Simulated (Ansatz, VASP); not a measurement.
# Cd in VASP and in Ansatz

File INCAR:

```
PREC = Accurate ; ENCUT = 520
EDIFF = 1E-6 ; ISMEAR = -1
SIGMA = 0.05 ; LREAL = F
LASPH = T ; NELM = 80
ALGO = Normal ; ISIF = 2
LWAVE = F ; LCHARG = F
GGA = PE ; NBANDS = 19
```

The input KPOINTS:

```
Automatic mesh
0
Gamma
  14 14 7
```

Contents of POSCAR:

```
Cd
1.0
    2.9788725081      0.0000000000      0.0000000000
   -1.4894362540      2.5797792666      0.0000000000
    0.0000000000      0.0000000000      5.6176500000
Cd
2
Direct
    0.3333333333      0.6666666667      0.2500000000
    0.6666666667      0.3333333333      0.7500000000
```

Input for Ansatz:

```yaml
crystal:
  lattice:
    - [2.9788725081, 0.0, 0.0]
    - [-1.489436254, 2.5797792666, 0.0]
    - [0.0, 0.0, 5.61765]
  atoms:
    - { symbol: Cd, position: [0.3333333333, 0.6666666667, 0.25] }
    - { symbol: Cd, position: [0.6666666667, 0.3333333333, 0.75] }
kpoints:
  mp_grid: { grid: [14, 14, 7] }
  band_path:
    path:
      - [0.0, 0.0, 0.0]
      - [0.5, 0.0, 0.0]
      - [0.3333333333, 0.3333333333, 0.0]
      - [0.0, 0.0, 0.0]
      - [0.0, 0.0, 0.5]
      - [0.5, 0.0, 0.5]
      - [0.3333333333, 0.3333333333, 0.5]
      - [0.0, 0.0, 0.5]
      - [0.5, 0.0, 0.5]
    npoints: 5
scf:
  occupations: { method: fermi_dirac, width: 0.05 }
hamiltonian:
  xc: pbe
  pseudopotentials:
    kind: all_electron
    lapw: { basis_error: 0.00025 }
    relativity: none
output:
  forces: true
  stress: true
  eigenvalues: true
```

Alike in both runs: task single point; functional PBE; k mesh 14 × 14 × 7; occupations fermi-dirac, width 0.05 eV; no spin polarisation.

```csv
,VASP,Ansatz
version,VASP 6.6.1,Ansatz 0.2.0
potentials or method,"VASP PAW PBE potentials, release 64 (Cd), cutoff 520 eV","all-electron LAPW, non-relativistic"
```

VASP gave:

- pressure (GPa): 3.3
- traceless stress, the component that is largest in VASP (GPa): -1.09

Estimate Ansatz's values.

pressure (GPa): 6.3; traceless stress, the component that is largest in VASP (GPa): -3.35.

Ansatz ran all-electron here, and VASP with PAW potentials.
